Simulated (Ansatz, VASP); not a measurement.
## Two plane-wave programs on K3I2Br

```xyz
6
Lattice="4.7111 0.0000 0.0000 -2.3555 4.0799 0.0000 0.0000 0.0000 10.6426" Properties=species:S:1:pos:R:3 pbc="T T T"
K     0.0000    0.0000    5.3213
K     0.0000    2.7199    1.5683
K     2.3555    1.3600    9.0743
I     0.0000    2.7199    7.1982
I     2.3555    1.3600    3.4444
Br    0.0000    0.0000    0.0000
```

Alike in both runs: functional LDA; k mesh 6 × 6 × 2; occupations gaussian, width 0.05 eV; no spin polarisation.

Ansatz relaxed the structure, and its values are those at the end. VASP's run is a single point on that final structure, the one shown.

|  | VASP | Ansatz |
| --- | --- | --- |
| version | VASP 6.6.1 | Ansatz 0.2.0 |
| potentials or method | VASP PAW LDA potentials, release 64 (K_sv, I, Br), cutoff 520 eV | scalar-relativistic, plane waves, PAW |
| valence electrons in the cell | 48 | 68 |

```tsv
	VASP	Ansatz	Ansatz less VASP
gap on the k mesh at the Fermi level (eV)	4.06	4.05	-0.008
least direct gap on the mesh (eV)	4.06	4.05	-0.008
pressure (GPa)	1.8	1.7	-0.10
```

LDA's correlation is that of Perdew and Zunger in VASP and of Perdew and Wang (1992) in Ansatz. VASP's potentials hold 48 valence electrons a cell and Ansatz's 68, so a difference there can come from the potentials and not from the codes. Ansatz's warnings: stress scf threshold loose.

Spin-orbit coupling is off throughout.
